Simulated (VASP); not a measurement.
# AlN (I4/mmm) in VASP: further runs

Runs on AlN. Level: LDA. Tasks: single point.

Everything below comes from runs of VASP 6.6.1. Logs are shortened: lines on timing, memory, paths and dates and some standing lists are left out, and cuts for length are marked.

## 1. The cell of the first run

Symmetry: I4/mmm, No. 139, tetragonal system. The conventional cell has a = 2.825 Å, b = 2.825 Å, c = 3.956 Å, α = 90.00°, β = 90.00°, γ = 90.00°. Al (site symmetry 4/mmm) has 6 N at 1.98 to 2.00 Å within 2.6 Å. N (site symmetry 4/mmm) has 6 Al at 1.98 to 2.00 Å within 2.6 Å.

## 2. Single point, LDA (equal xx and yy strain of +1 %)

Input file INCAR:

```
PREC = Accurate
ENCUT = 520
EDIFF = 1E-6
ISMEAR = -1
SIGMA = 0.02
LREAL = F
LASPH = T
NELM = 100
ALGO = Normal
ISIF = 2
LWAVE = F
LCHARG = F
NBANDS = 11
```

Input file KPOINTS:

```
Automatic mesh
0
Gamma
  10 10 10
```

Input file POSCAR:

```
AlN
1.0
    0.0000000000      1.9977800000      1.9780000000
    1.9977800000      0.0000000000      1.9780000000
    1.9977800000      1.9977800000      0.0000000000
Al N
1 1
Direct
    0.0000000000      0.0000000000      0.0000000000
    0.5000000000      0.5000000000      0.5000000000
```

Potentials or basis: VASP PAW LDA potentials, release 64 (Al, N).

Run with:

```sh
$ cat potpaw_LDA.64/Al/POTCAR potpaw_LDA.64/N/POTCAR > POTCAR
$ mpirun -np 1 vasp_std > vasp.out
```

OUTCAR:

```text
PREC = Accurate
   ENCUT = 520
   EDIFF = 1E-6
   ISMEAR = -1
   LREAL = F
   LASPH = T
   NELM = 100
   ISIF = 2

 ion  position               nearest neighbor table
   1  0.000  0.000  0.000-   2 1.98   2 1.98   2 2.00   2 2.00   2 2.00   2 2.00
   2  0.500  0.500  0.500-   1 1.98   1 1.98   1 2.00   1 2.00   1 2.00   1 2.00

  LATTYP: Found a body centered tetragonal cell.
 ALAT       =     2.8252875706
 C/A-ratio  =     1.4002114479

  Lattice vectors:

 A1 = (   0.0000000000,  -1.9977800000,  -1.9780000000)
 A2 = (   0.0000000000,   1.9977800000,  -1.9780000000)
 A3 = (   1.9977800000,   0.0000000000,   1.9780000000)

Analysis of symmetry for initial positions (statically):
=====================================================================
 Subroutine PRICEL returns:
 Original cell was already a primitive cell.

 Routine SETGRP: Setting up the symmetry group for a
 body centered tetragonal supercell.

 Subroutine GETGRP returns: Found 16 space group operations
 (whereof 16 operations were pure point group operations)
 out of a pool of 16 trial point group operations.

The static configuration has the point symmetry D_4h.

Analysis of symmetry for dynamics (positions and initial velocities):
=====================================================================
 Subroutine PRICEL returns:
 Original cell was already a primitive cell.

 Routine SETGRP: Setting up the symmetry group for a
 body centered tetragonal supercell.

 Subroutine GETGRP returns: Found 16 space group operations
 (whereof 16 operations were pure point group operations)
 out of a pool of 16 trial point group operations.

The dynamic configuration has the point symmetry D_4h.

 Subroutine INISYM returns: Found 16 space group operations
 (whereof 16 operations are pure point group operations),
 and found     1 'primitive' translations

----------------------------------------------------------------------------------------

                                     Primitive cell

  volume of cell :      15.7889

  direct lattice vectors                    reciprocal lattice vectors
     0.000000000  1.997780000  1.978000000    -0.250277808  0.250277808  0.252780586
     1.997780000  0.000000000  1.978000000     0.250277808 -0.250277808  0.252780586
     1.997780000  1.997780000  0.000000000     0.250277808  0.250277808 -0.252780586

  length of vectors
     2.811335791  2.811335791  2.825287571     0.434943660  0.434943660  0.434943660
[... 82 lines left out ...]
   LREAL  =      F    real-space projection
   EDIFFG = 0.1E-04   stopping-criterion for IOM
   NSW    =      0    number of steps for IOM
   IBRION =     -1    ionic relax: 0-MD 1-quasi-New 2-CG
   NFREE  =      0    steps in history (QN), initial steepest desc. (CG)
   ISIF   =      2    stress and relaxation
   ISYM   =      2    0-nonsym 1-usesym 2-fastsym
   POTIM  = 0.5000    time-step for ionic-motion
   TEBEG  =    0.0;   TEEND  =   0.0 temperature during run
   PSTRESS=    0.0 pullay stress
   NELECT =       8.0000    total number of electrons
   NUPDOWN=      -1.0000    fix difference up-down
   EMIN   =  10.00;   EMAX   =-10.00  energy-range for DOS
   EFERMI =   0.00;   METHOD = LEGACY
   ISMEAR =    -1;   SIGMA  =   0.02  broadening in eV -4-tet -1-fermi 0-gaus
   EFERMI_NEDOS =   21; number of points for ismear=-14 and -15
   IALGO  =     38    algorithm
   IMIX   =      4    mixing-type and parameters
     AMIX     =   0.40;   BMIX     =  1.00
     AMIX_MAG =   1.60;   BMIX_MAG =  1.00
  volume/ion in A,a.u.               =       7.89        53.27
  Fermi-wavevector in a.u.,A,eV,Ry     =   1.305132  2.466341 23.175734  1.703368
  Thomas-Fermi vector in A             =   2.436021
   LORBIT       =      0    0 simple, 1 ext, 2 COOP (PROOUT), +10 PAW based schemes
   GGA     = CA    functional components
   LHFCALC =     F    Hartree Fock is set to
   AEXX    =    0.0000 exact exchange contribution
   IVDW    =     0    specifies the selected vdW correction
   LEPSILON=     F    determine dielectric tensor
   LRPA    =     F    only Hartree local field effects (RPA)
 non-spin polarized calculation
  energy-cutoff  :      520.00
  volume of cell :       15.79
 maximum number of plane-waves:       444
 NGX is ok and might be reduce to    24
   NGX = 11   NGY = 11   NGZ = 11

 number of electron       7.9999999 magnetization

 Free energy of the ion-electron system (eV)
  ---------------------------------------------------
  ext. energy  EPLUGINS =         0.00000000
  ---------------------------------------------------
  free energy    TOTEN  =       -16.22118126 eV

  energy without entropy =      -16.22118126  energy(sigma->0) =      -16.22118126

 E-fermi :  10.7326     XC(G=0): -12.7886

 val. band max:       10.3388618707   @ k =   0.0000   0.0000   0.0000
 cond. band min:      15.1557968906   @ k =   0.5000   0.5000   0.0000
 fundamental gap:      4.8169350199
 Fermi energy:        10.7326273005

 k-point     1 :       0.0000    0.0000    0.0000
  band No.  band energies     occupation
      1      -7.5159      2.00000
      2      10.2668      2.00000
      3      10.3389      2.00000
      4      10.3389      2.00000
      5      16.7593      0.00000
      6      22.4332      0.00000
      7      22.4332      0.00000
      8      22.5700      0.00000
      9      27.8292      0.00000
     10      28.1115      0.00000
     11      28.4531      0.00000
[... 309 lines left out ...]
 k-point    24 :       0.4000    0.3000    0.0000
  band No.  band energies     occupation
      1      -4.2572      2.00000
      2       4.3079      2.00000
      3       7.3515      2.00000
      4       7.8747      2.00000
      5      16.5282      0.00000
      6      17.2801      0.00000
      7      23.0106      0.00000
      8      26.1913      0.00000
      9      27.0238      0.00000
     10      32.3962      0.00000
     11      35.5151      0.00000

 [... further k-points ...]
[... 5 lines left out ...]
  --------------------------------------------------------------------------------------
  -------------------------------------------------------------------------------------
  Total        0.5687889      0.5687889      0.9257081      0.0000000      0.0000000     -0.0000000
  in kB       57.7178463     57.7178463     93.9362104      0.0000000      0.0000000     -0.0000000
  external PRESSURE =      69.7906343 kB  Pullay stress =       0.0000000 kB

 VOLUME and BASIS-vectors are now :
 -----------------------------------------------------------------------------
  energy-cutoff  :      520.00
  volume of cell :       15.79
      direct lattice vectors                 reciprocal lattice vectors
     0.000000000  1.997780000  1.978000000    -0.250277808  0.250277808  0.252780586
     1.997780000  0.000000000  1.978000000     0.250277808 -0.250277808  0.252780586
     1.997780000  1.997780000  0.000000000     0.250277808  0.250277808 -0.252780586

 POSITION                                       TOTAL-FORCE (eV/Angst)
 -----------------------------------------------------------------------------------
      0.00000      0.00000      0.00000        -0.000000      0.000000      0.000000
      1.99778      1.99778      1.97800         0.000000     -0.000000     -0.000000
 -----------------------------------------------------------------------------------
    total drift:                               -0.000000     -0.000000      0.000000

  FREE ENERGIE OF THE ION-ELECTRON SYSTEM (eV)
  ---------------------------------------------------
  free  energy   TOTEN  =       -16.2211812618 eV

  energy  without entropy=      -16.2211812618  energy(sigma->0) =      -16.22118126
```

OSZICAR:

```text
N       E                     dE             d eps       ncg     rms          rms(c)
DAV:   1     0.700019268024E+01    0.70002E+01   -0.41302E+03  2364   0.627E+02
DAV:   2    -0.175993213867E+02   -0.24600E+02   -0.23548E+02  2731   0.127E+02
DAV:   3    -0.181483579207E+02   -0.54904E+00   -0.54828E+00  2693   0.163E+01
DAV:   4    -0.181500203646E+02   -0.16624E-02   -0.16623E-02  2484   0.108E+00
DAV:   5    -0.181500291282E+02   -0.87636E-05   -0.87629E-05  2654   0.755E-02    0.788E+00
DAV:   6    -0.162818404977E+02    0.18682E+01   -0.80672E+00  2358   0.149E+01    0.285E+00
DAV:   7    -0.162403530781E+02    0.41487E-01   -0.13657E-01  2589   0.256E+00    0.176E+00
DAV:   8    -0.162212720612E+02    0.19081E-01   -0.12915E-02  2340   0.105E+00    0.255E-01
DAV:   9    -0.162211803246E+02    0.91737E-04   -0.49518E-04  2595   0.128E-01    0.151E-01
DAV:  10    -0.162211815573E+02   -0.12327E-05   -0.17111E-05  2448   0.306E-02    0.238E-02
DAV:  11    -0.162211812618E+02    0.29552E-06   -0.41021E-07  1485   0.496E-03
   1 F= -.16221181E+02 E0= -.16221181E+02  d E =-.476687E-11
```

stdout:

```text
POSCAR found type information on POSCAR AlN
 POSCAR found :  2 types and       2 ions
 scaLAPACK will be used
 LDA part: xc-table for (Slater(with rela. corr.)+CA(PZ))
 , standard interpolation
 POSCAR, INCAR and KPOINTS ok, starting setup
 FFT: planning ... GRIDC
 FFT: planning ... GRID_SOFT
 FFT: planning ... GRID
 WAVECAR not read
 entering main loop
```

It took 30 s on 1 thread of Intel Xeon 8259CL, shared host; peak memory 0.1 GiB.

Results:

```
Free energy            : -16.2212 eV
Pressure               : 7.0 GPa
Band gap on the k mesh : 4.82 eV, indirect (least direct gap 6.42 eV)
```

Stress tensor (GPa, compression positive):
```
5.77 0.00 0.00
0.00 5.77 0.00
0.00 0.00 9.39
```

Levels at points of the mesh, in eV from the valence-band top:
| k point | band 1 | band 2 | band 3 | band 4 | band 5 | band 6 | band 7 | band 8 | band 9 |
| --- | --- | --- | --- | --- | --- | --- | --- | --- | --- |
| (0.00, 0.00, 0.00) | -17.85 | -0.07 | 0.00 | 0.00 | 6.42 | 12.09 | 12.09 | 12.23 | 17.49 |
| (0.50, 0.00, 0.00) | -14.33 | -8.67 | -1.21 | -1.17 | 6.39 | 11.03 | 11.28 | 13.78 | 16.35 |
| (0.50, 0.50, 0.00) | -13.19 | -7.72 | -3.01 | -3.01 | 4.82 | 5.02 | 14.51 | 17.61 | 17.61 |
| (0.50, 0.00, 0.50) | -13.28 | -7.77 | -3.00 | -2.87 | 4.92 | 5.12 | 14.39 | 17.55 | 17.89 |

Caveat: the cell differs from its parent crystal (equal xx and yy strain of +1 %).

## 3. Single point, LDA (equal xx and yy strain of +2 %)

Input file INCAR:

```
SYSTEM = AlN
PREC = Accurate
ENCUT = 520
EDIFF = 1E-6
ISMEAR = -1
SIGMA = 0.02
LREAL = .False.
LASPH = .True.
NELM = 60
ALGO = Normal
ISIF = 2
LWAVE = .False.
LCHARG = .True.
LELF = .True.
LVHAR = .True.
NBANDS = 11
```

Input file KPOINTS:

```
Automatic mesh
0
Gamma
  10 10 10
  0 0 0
```

Input file POSCAR:

```
AlN
1.0
    0.0000000000      2.0175600000      1.9780000000
    2.0175600000      0.0000000000      1.9780000000
    2.0175600000      2.0175600000      0.0000000000
Al N
1 1
Direct
    0.0000000000      0.0000000000      0.0000000000
    0.5000000000      0.5000000000      0.5000000000
```

Potentials or basis: VASP PAW LDA potentials, release 64 (Al, N).

Run with:

```sh
$ cat potpaw_LDA.64/Al/POTCAR potpaw_LDA.64/N/POTCAR > POTCAR
$ mpirun -np 1 vasp_std > vasp.out
```

It took 26 s on 1 thread of Intel Xeon 8259CL, shared host; peak memory 0.1 GiB.

Results (log left out):

| Quantity | Value |
| --- | --- |
| Free energy | -16.2261 eV |
| Pressure | 1.4 GPa |
| Band gap on the k mesh | 4.54 eV, indirect (least direct gap 6.09 eV) |

Stress tensor (GPa, compression positive):
```
-0.83  0.00  0.00
 0.00 -0.83  0.00
 0.00  0.00  5.71
```

Levels at points of the mesh, in eV from the valence-band top:
| k point | band 1 | band 2 | band 3 | band 4 | band 5 | band 6 | band 7 | band 8 |
| --- | --- | --- | --- | --- | --- | --- | --- | --- |
| (0.00, 0.00, 0.00) | -17.69 | -0.15 | 0.00 | 0.00 | 6.09 | 11.97 | 11.97 | 12.24 |
| (0.50, 0.00, 0.00) | -14.25 | -8.56 | -1.22 | -1.14 | 6.23 | 10.74 | 11.22 | 13.45 |
| (0.50, 0.50, 0.00) | -13.09 | -7.57 | -3.03 | -3.03 | 4.54 | 4.97 | 14.33 | 17.21 |
| (0.50, 0.00, 0.50) | -13.26 | -7.67 | -3.00 | -2.75 | 4.73 | 5.17 | 14.07 | 17.08 |

Caveat: the cell differs from its parent crystal (equal xx and yy strain of +2 %).
